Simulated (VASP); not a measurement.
## KTaO3: relaxation of cell and atoms with PBE

The system is KTaO3.

```
K Ta O
1.0
     4.02376    0.00000    0.00000
     0.00000    4.02376    0.00000
     0.00000    0.00000    4.02376
K Ta O
1 1 3
Direct
  0.50000 0.50000 0.50000
  0.00000 0.00000 0.00000
  0.50000 0.00000 0.00000
  0.00000 0.50000 0.00000
  0.00000 0.00000 0.50000
```

```
Program                : VASP 6.6.1
Task                   : relaxation of cell and atoms
Functional             : PBE
Potentials or basis    : VASP PAW PBE potentials, release 64 (K_sv, Ta_pv, O)
Cutoff                 : 600 eV
k mesh                 : 8 × 8 × 8
Occupations            : gaussian, width 0.02 eV
Spin                   : no spin polarisation
Dipole correction      : no
Further INCAR settings : ALGO = Normal; EDIFF = 1e-06; IBRION = 2; EDIFFG = -0.01; NSW = 100; ISIF = 3
```

| Property | Result |
| --- | --- |
| Relaxed volume | 13.06 Å³/atom |
| Relaxed cell | a = 4.027 Å, b = 4.027 Å, c = 4.027 Å, α = 90.00°, β = 90.00°, γ = 90.00° |
| Space group after relaxing (to 0.1 Å) | Pm-3m (No. 221) |
| Energy gained by relaxing | 0.1 meV/atom |
| Ionic steps | 3 |
| Pressure after relaxing | 0.0 GPa |
| Band gap on the k mesh | 2.11 eV (least direct gap 2.74 eV) |

The path:
```
step  energy change (eV)  largest force (eV/Å)  pressure (GPa)  volume (Å³)
   1              0.0000                0.0000            0.51        65.15
   2              0.0002                0.0000           -0.61        65.54
   3             -0.0003                0.0000            0.00        65.32
```

Final structure:
```
K Ta O
1.0
     4.02728    0.00000    0.00000
     0.00000    4.02728    0.00000
     0.00000    0.00000    4.02728
K Ta O
1 1 3
Direct
  0.50000 0.50000 0.50000
  0.00000 0.00000 0.00000
  0.50000 0.00000 0.00000
  0.00000 0.50000 0.00000
  0.00000 0.00000 0.50000
```

Levels at points of the mesh, in eV from the valence-band top:
```tsv
k point	band 16	band 17	band 18	band 19	band 20	band 21	band 22	band 23
(0.00, 0.00, 0.00)	-1.01	-0.63	-0.63	-0.63	2.11	2.11	2.11	6.40
(0.50, 0.00, 0.00)	-2.07	-1.44	-0.85	-0.85	2.26	4.83	4.83	6.47
(0.50, 0.50, 0.00)	-1.70	-1.40	-1.40	-0.04	4.86	4.86	6.10	7.29
(0.50, 0.50, 0.50)	-3.81	0.00	0.00	0.00	6.21	6.21	6.21	8.83
```

It took 2.3 min on 1 thread of Intel Xeon 8259CL, with other jobs on the host, peak memory 0.23 GiB.

Caveat: spin-orbit coupling is left out, which moves the levels of the heavy elements. A k mesh can miss the band edges.
